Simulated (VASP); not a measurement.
# C (Fmmm) in VASP: single point with LDA

Aim: the single point of C with LDA.

Program: VASP 6.6.1. These are calculated values, not measurements. Logs are shortened: lines on timing, memory, paths and dates and some standing lists are left out, and cuts for length are marked.

## 1. The cell of the first run

The structure is orthorhombic, space group Fmmm (No. 69). Conventional cell: a = 2.456 Å, b = 4.254 Å, c = 6.696 Å, α = 90.00°, β = 90.00°, γ = 90.00°. Within 1.9 Å of C (site symmetry m2m) lie 3 C at 1.42 Å.

## 2. Single point, LDA

INCAR

```
SYSTEM = C
  PREC = Accurate
  ENCUT = 520
  EDIFF = 1E-6
  ISMEAR = -1
  SIGMA = 0.15
  LREAL = .FALSE.
  LASPH = .TRUE.
  NELM = 100
  ALGO = Normal
  ISIF = 2
  LWAVE = .FALSE.
  LCHARG = .FALSE.
  GGA = CA
  ISYM = 0
  NBANDS = 11
```

KPOINTS

```
Automatic mesh
0
Gamma
  11 11 11
  0.5 0.5 0.5
```

POSCAR

```
C
1.0
    0.0000000000      2.1270000000      3.3480000000
    1.2280000000      0.0000000000      3.3480000000
    1.2280000000      2.1270000000      0.0000000000
C
2
Direct
    0.1666666667      0.8333333333      0.1666666667
    0.8333333333      0.1666666667      0.8333333333
```

Potentials or basis: VASP PAW LDA potentials, release 64 (C).

The run is started by

```
cat potpaw_LDA.64/C/POTCAR > POTCAR
mpirun -np 1 vasp_std > vasp.out
```

OUTCAR:

```text
SYSTEM = C
   PREC = Accurate
   ENCUT = 520
   EDIFF = 1E-6
   ISMEAR = -1
   LREAL = .FALSE.
   LASPH = .TRUE.
   NELM = 100
   ISIF = 2
   GGA = CA
   ISYM = 0

 ion  position               nearest neighbor table
   1  0.167  0.833  0.167-   2 1.42   2 1.42   2 1.42
   2  0.833  0.167  0.833-   1 1.42   1 1.42   1 1.42

IMPORTANT INFORMATION: All symmetrisations will be switched off!
NOSYMM: (Re-)initialisation of all symmetry stuff for point group C_1.

----------------------------------------------------------------------------------------

                                     Primitive cell

  volume of cell :      17.4897

  direct lattice vectors                    reciprocal lattice vectors
     0.000000000  2.127000000  3.348000000    -0.407166124  0.235072873  0.149342891
     1.228000000  0.000000000  3.348000000     0.407166124 -0.235072873  0.149342891
     1.228000000  2.127000000  0.000000000     0.407166124  0.235072873 -0.149342891

  length of vectors
     3.966513961  3.566102635  2.456036034     0.493301943  0.493301943  0.493301943

  position of ions in fractional coordinates (direct lattice)
     0.166666667  0.833333333  0.166666667
     0.833333333  0.166666667  0.833333333

  ion indices of the primitive-cell ions
   primitive index   ion index
                 1           1
                 2           2

----------------------------------------------------------------------------------------

 KPOINTS: Automatic mesh

Automatic generation of k-mesh.
 Grid dimensions read from file:
 generate k-points for:   11   11   11

 Generating k-lattice:

  Cartesian coordinates                     Fractional coordinates (reciprocal lattice)
    -0.037015102  0.021370261  0.013576626     0.090909091  0.000000000  0.000000000
     0.037015102 -0.021370261  0.013576626     0.000000000  0.090909091  0.000000000
     0.037015102  0.021370261 -0.013576626     0.000000000  0.000000000  0.090909091

  Length of vectors
     0.044845631  0.044845631  0.044845631

  Shift w.r.t. Gamma in fractional coordinates (k-lattice)
     0.500000000  0.500000000  0.500000000

 Subroutine IBZKPT returns following result:
 ===========================================

 Found   2664 irreducible k-points:

 Following reciprocal coordinates:
            Coordinates               Weight
  0.045455  0.045455  0.045455      2.000000
 -0.045455  0.000000  0.000000      2.000000
 -0.000000 -0.045455 -0.000000      2.000000
  0.000000  0.000000 -0.045455      2.000000
  0.136364  0.045455  0.045455      2.000000
 -0.136364 -0.090909 -0.090909      2.000000
[... 16 lines left out ...]
 -0.000000 -0.045455  0.454545      2.000000
  0.000000  0.454545 -0.045455      2.000000
 [... further k-points ...]
   k-points           NKPTS =   2664   k-points in BZ     NKDIM =   2664   number of bands    NBANDS=     11
   number of dos      NEDOS =    301   number of ions     NIONS =      2
   total plane-waves  NPLWV =  15120
   dimension x,y,z NGX =    30 NGY =   28 NGZ =   18
   dimension x,y,z NGXF=    60 NGYF=   56 NGZF=   36
   ions per type =               2
   NGX,Y,Z   is equivalent  to a cutoff of  12.57, 13.05, 12.18 a.u.
   NGXF,Y,Z  is equivalent  to a cutoff of  25.15, 26.11, 24.37 a.u.
 SYSTEM =  C
   PREC   = accura    normal or accurate (medium, high low for compatibility)
   ISTART =      0    job   : 0-new  1-cont  2-samecut
   ICHARG =      2    charge: 1-file 2-atom 10-const
   ISPIN  =      1    spin polarized calculation?
   LNONCOLLINEAR =      F non collinear calculations
   LSORBIT =      F    spin-orbit coupling
   LASPH  =      T    aspherical Exc in radial PAW
   ENCUT  =  520.0 eV  38.22 Ry    6.18 a.u.   7.38  6.63  4.57*2*pi/ulx,y,z
   NELM   =    100;   NELMIN=  2; NELMDL= -5     # of ELM steps
   EDIFF  = 0.1E-05   stopping-criterion for ELM
   LREAL  =      F    real-space projection
   EDIFFG = 0.1E-04   stopping-criterion for IOM
   NSW    =      0    number of steps for IOM
   IBRION =     -1    ionic relax: 0-MD 1-quasi-New 2-CG
   NFREE  =      0    steps in history (QN), initial steepest desc. (CG)
   ISIF   =      2    stress and relaxation
   ISYM   =      0    0-nonsym 1-usesym 2-fastsym
   POTIM  = 0.5000    time-step for ionic-motion
   TEBEG  =    0.0;   TEEND  =   0.0 temperature during run
   PSTRESS=    0.0 pullay stress
   NELECT =       8.0000    total number of electrons
   NUPDOWN=      -1.0000    fix difference up-down
   EMIN   =  10.00;   EMAX   =-10.00  energy-range for DOS
   EFERMI =   0.00;   METHOD = LEGACY
   ISMEAR =    -1;   SIGMA  =   0.15  broadening in eV -4-tet -1-fermi 0-gaus
   EFERMI_NEDOS =   21; number of points for ismear=-14 and -15
   IALGO  =     38    algorithm
   IMIX   =      4    mixing-type and parameters
     AMIX     =   0.40;   BMIX     =  1.00
     AMIX_MAG =   1.60;   BMIX_MAG =  1.00
  volume/ion in A,a.u.               =       8.74        59.01
  Fermi-wavevector in a.u.,A,eV,Ry     =   1.261376  2.383654 21.647797  1.591068
  Thomas-Fermi vector in A             =   2.394838
   LORBIT       =      0    0 simple, 1 ext, 2 COOP (PROOUT), +10 PAW based schemes
   GGA     = CA    functional components
   LHFCALC =     F    Hartree Fock is set to
   AEXX    =    0.0000 exact exchange contribution
   IVDW    =     0    specifies the selected vdW correction
   LEPSILON=     F    determine dielectric tensor
   LRPA    =     F    only Hartree local field effects (RPA)
 non-spin polarized calculation
  energy-cutoff  :      520.00
  volume of cell :       17.49
 maximum number of plane-waves:       486
 NGX is ok and might be reduce to    30
   NGX = 15   NGY = 13   NGZ =  9

 number of electron       8.0000000 magnetization

 Free energy of the ion-electron system (eV)
  ---------------------------------------------------
  ext. energy  EPLUGINS =         0.00000000
  ---------------------------------------------------
  free energy    TOTEN  =       -20.21989694 eV

  energy without entropy =      -20.21732424  energy(sigma->0) =      -20.21861059

 E-fermi :   4.7246     XC(G=0): -10.7880

 val. band max:        4.4985167741   @ k =   0.5000  -0.1364   0.3182
 cond. band min:       5.0775242653   @ k =   0.2273  -0.4091   0.3182
 fundamental gap:      0.5790074912
 Fermi energy:         4.7245917652

 k-point     1 :       0.0455    0.0455    0.0455
  band No.  band energies     occupation
      1     -14.8322      2.00000
      2      -1.9116      2.00000
      3       1.4636      2.00000
      4       1.5413      2.00000
      5       8.5862      0.00000
      6      13.0720      0.00000
      7      13.2349      0.00000
      8      15.8846      0.00000
      9      17.8933      0.00000
     10      27.2532      0.00000
     11      29.4322      0.00000

 k-point     2 :      -0.0455    0.0000    0.0000
  band No.  band energies     occupation
      1     -14.8322      2.00000
      2      -1.9116      2.00000
      3       1.4636      2.00000
      4       1.5413      2.00000
      5       8.5862      0.00000
      6      13.0720      0.00000
      7      13.2349      0.00000
      8      15.8846      0.00000
      9      17.8933      0.00000
     10      27.2532      0.00000
     11      29.4322      0.00000

 k-point     3 :      -0.0000   -0.0455   -0.0000
  band No.  band energies     occupation
      1     -14.8322      2.00000
      2      -1.9116      2.00000
      3       1.4636      2.00000
      4       1.5413      2.00000
      5       8.5862      0.00000
      6      13.0720      0.00000
      7      13.2349      0.00000
      8      15.8846      0.00000
      9      17.8933      0.00000
     10      27.2532      0.00000
     11      29.4322      0.00000

 k-point     4 :       0.0000    0.0000   -0.0455
  band No.  band energies     occupation
      1     -14.8322      2.00000
      2      -1.9116      2.00000
      3       1.4636      2.00000
      4       1.5413      2.00000
      5       8.5862      0.00000
      6      13.0720      0.00000
      7      13.2349      0.00000
      8      15.8846      0.00000
      9      17.8933      0.00000
     10      27.2532      0.00000
     11      29.4322      0.00000

 k-point     5 :       0.1364    0.0455    0.0455
  band No.  band energies     occupation
      1     -14.7214      2.00000
      2      -1.9013      2.00000
      3       1.0866      2.00000
      4       1.3369      2.00000
      5       8.9128      0.00000
      6      13.1219      0.00000
      7      13.6481      0.00000
      8      15.5799      0.00000
      9      18.0351      0.00000
     10      27.5004      0.00000
     11      28.8526      0.00000

 k-point     6 :      -0.1364   -0.0909   -0.0909
  band No.  band energies     occupation
      1     -14.7214      2.00000
      2      -1.9013      2.00000
      3       1.0866      2.00000
      4       1.3369      2.00000
      5       8.9128      0.00000
      6      13.1219      0.00000
      7      13.6481      0.00000
      8      15.5799      0.00000
      9      18.0351      0.00000
     10      27.5004      0.00000
     11      28.8526      0.00000

 k-point     7 :      -0.0000   -0.0455    0.0909
  band No.  band energies     occupation
      1     -14.7214      2.00000
      2      -1.9013      2.00000
      3       1.0866      2.00000
      4       1.3369      2.00000
      5       8.9128      0.00000
      6      13.1219      0.00000
      7      13.6481      0.00000
      8      15.5799      0.00000
      9      18.0351      0.00000
     10      27.5004      0.00000
     11      28.8526      0.00000

 k-point     8 :       0.0000    0.0909   -0.0455
  band No.  band energies     occupation
      1     -14.7214      2.00000
      2      -1.9013      2.00000
      3       1.0866      2.00000
      4       1.3369      2.00000
      5       8.9128      0.00000
      6      13.1219      0.00000
      7      13.6481      0.00000
      8      15.5799      0.00000
      9      18.0351      0.00000
     10      27.5004      0.00000
     11      28.8526      0.00000
[... 141 lines left out ...]
 k-point    19 :       0.0000   -0.0455    0.3636
  band No.  band energies     occupation
      1     -12.0209      2.00000
      2      -5.0341      2.00000
      3      -1.3384      2.00000
      4       0.3549      2.00000
      5       9.1735      0.00000
      6      12.6737      0.00000
      7      13.6726      0.00000
      8      20.1302      0.00000
      9      21.2287      0.00000
     10      23.2185      0.00000
     11      26.9919      0.00000

 k-point    20 :      -0.0000    0.3636   -0.0455
  band No.  band energies     occupation
      1     -12.0209      2.00000
      2      -5.0341      2.00000
      3      -1.3384      2.00000
      4       0.3549      2.00000
      5       9.1735      0.00000
      6      12.6737      0.00000
      7      13.6726      0.00000
      8      20.1302      0.00000
      9      21.2287      0.00000
     10      23.2185      0.00000
     11      26.9919      0.00000

 k-point    21 :       0.5000    0.0455    0.0455
  band No.  band energies     occupation
      1     -10.4153      2.00000
      2      -7.3094      2.00000
      3      -1.8119      2.00000
      4       1.6740      2.00000
      5       7.0194      0.00000
      6      12.4968      0.00000
      7      15.9010      0.00000
      8      18.8301      0.00000
      9      22.8627      0.00000
     10      24.2171      0.00000
     11      26.4105      0.00000

 k-point    22 :       0.5000   -0.4545   -0.4545
  band No.  band energies     occupation
      1     -10.4153      2.00000
      2      -7.3094      2.00000
      3      -1.8119      2.00000
      4       1.6740      2.00000
      5       7.0194      0.00000
      6      12.4968      0.00000
      7      15.9010      0.00000
      8      18.8301      0.00000
      9      22.8627      0.00000
     10      24.2172      0.00000
     11      26.4105      0.00000

 k-point    23 :      -0.0000   -0.0455    0.4545
  band No.  band energies     occupation
      1     -10.4153      2.00000
      2      -7.3094      2.00000
      3      -1.8119      2.00000
      4       1.6740      2.00000
      5       7.0194      0.00000
      6      12.4968      0.00000
      7      15.9010      0.00000
      8      18.8301      0.00000
      9      22.8627      0.00000
     10      24.2172      0.00000
     11      26.4105      0.00000

 k-point    24 :       0.0000    0.4545   -0.0455
  band No.  band energies     occupation
      1     -10.4153      2.00000
      2      -7.3094      2.00000
      3      -1.8119      2.00000
      4       1.6740      2.00000
      5       7.0194      0.00000
      6      12.4968      0.00000
      7      15.9010      0.00000
      8      18.8301      0.00000
      9      22.8627      0.00000
     10      24.2171      0.00000
     11      26.4105      0.00000

 [... further k-points ...]

------------------------ aborting loop because EDIFF is reached ----------------------------------------

  FORCE on cell =-STRESS in cart. coord.  units (eV):
  Direction    XX          YY          ZZ          XY          YZ          ZX
  --------------------------------------------------------------------------------------
  -------------------------------------------------------------------------------------
  Total       -0.4691999     -0.5245808      0.0066576      0.0000348     -0.0000022     -0.0000214
  in kB      -42.9820597    -48.0553452      0.6098815      0.0031846     -0.0002008     -0.0019620
  external PRESSURE =     -30.1425078 kB  Pullay stress =       0.0000000 kB

 VOLUME and BASIS-vectors are now :
 -----------------------------------------------------------------------------
  energy-cutoff  :      520.00
  volume of cell :       17.49
      direct lattice vectors                 reciprocal lattice vectors
     0.000000000  2.127000000  3.348000000    -0.407166124  0.235072873  0.149342891
     1.228000000  0.000000000  3.348000000     0.407166124 -0.235072873  0.149342891
     1.228000000  2.127000000  0.000000000     0.407166124  0.235072873 -0.149342891

 POSITION                                       TOTAL-FORCE (eV/Angst)
 -----------------------------------------------------------------------------------
      1.22800      0.70900      3.34800        -0.000014      0.002759      0.000026
      1.22800      3.54500      3.34800         0.000014     -0.002759     -0.000026
 -----------------------------------------------------------------------------------
    total drift:                               -0.000000      0.000001     -0.000003

  FREE ENERGIE OF THE ION-ELECTRON SYSTEM (eV)
  ---------------------------------------------------
  free  energy   TOTEN  =       -20.2198969360 eV

  energy  without entropy=      -20.2173242426  energy(sigma->0) =      -20.21861059
```

Wall time 13 min (1 thread of Intel Xeon 8259CL, shared host); peak memory 0.48 GiB.

Results:

```
Free energy : -20.2199 eV
Pressure    : -3.0 GPa
```

Forces in eV/Å, atoms in the order of the input:
```
C    0.000  0.003  0.000
C    0.000 -0.003  0.000
```

Caveat: the cell stands under tension.
